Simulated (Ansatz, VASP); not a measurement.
Two plane-wave programs on Sb

POSCAR

```
Sb
1.0
    2.1250856202      1.2269187549      3.7072099901
   -2.1250856202      1.2269187549      3.7072099901
    0.0000000000     -2.4538375098      3.7072099901
Sb
2
Direct
    0.7665100000      0.7665100000      0.7665100000
    0.2334900000      0.2334900000      0.2334900000
```

File INCAR.step1:

```
PREC = Accurate
ENCUT = 550
ISMEAR = -1
SIGMA = 0.05
LREAL = False
LASPH = True
NELM = 120
NBANDS = 22
GGA = PE
ALGO = Normal
EDIFF = 1E-5
LWAVE = True
LCHARG = False
GGA_COMPAT = False
```

The input INCAR.step2:

```
PREC = Accurate
ENCUT = 550
EDIFF = 1E-6
ISMEAR = -1
SIGMA = 0.05
LREAL = False
LASPH = True
NELM = 120
ALGO = Normal
ISIF = 2
LWAVE = False
LCHARG = False
METAGGA = R2SCAN
LMIXTAU = True
NBANDS = 22
ISTART = 1
GGA_COMPAT = False
```

KPOINTS

```
regular mesh
0
Gamma
  8 8 8
```

The input input.yaml:

```yaml
crystal:
  lattice:
    - [2.1250856202, 1.2269187549, 3.7072099901]
    - [-2.1250856202, 1.2269187549, 3.7072099901]
    - [0.0, -2.4538375098, 3.7072099901]
  atoms:
    - { symbol: Sb, position: [0.76651, 0.76651, 0.76651] }
    - { symbol: Sb, position: [0.23349, 0.23349, 0.23349] }
hamiltonian:
  xc: r2scan
  pseudopotentials: { kind: paw }
kpoints:
  mp_grid: { grid: [8, 8, 8] }
scf:
  occupations: { method: fermi_dirac, width: 0.05 }
output:
  forces: true
  stress: true
  eigenvalues: true
```

Alike in both runs: task single point; functional r2SCAN; k mesh 8 × 8 × 8; occupations fermi-dirac, width 0.05 eV; no spin polarisation.

|  | VASP | Ansatz |
| --- | --- | --- |
| version | VASP 6.6.1 | Ansatz 0.2.0 |
| potentials or method | VASP PAW PBE potentials, release 64 (Sb_d_GW) | Ansatz PAW |
| plane-wave cutoff (eV) | 550 | 500 |
| valence electrons in the cell | 30 | 30 |

|  | VASP | Ansatz | Ansatz less VASP |
| --- | --- | --- | --- |
| gap on the k mesh at the Fermi level (eV) | none | none | - |
| pressure (GPa) | 4.4 | 4.4 | +0.03 |
| traceless stress, the component that is largest in VASP (GPa) | -0.53 | -0.52 | +0.007 |
| rms of the force components (eV/Å) | 0.138 | 0.129 | -0.0096 |

VASP's potentials were made for PBE, not for r2SCAN. Atom by atom the forces differ by 0.010 eV/Å (rms over components). A gap of «none» marks a metal or a gap that the smearing closes. The functional is the same, so the differences come from potentials, cutoffs and numerics.

Neither program's run includes spin-orbit coupling.
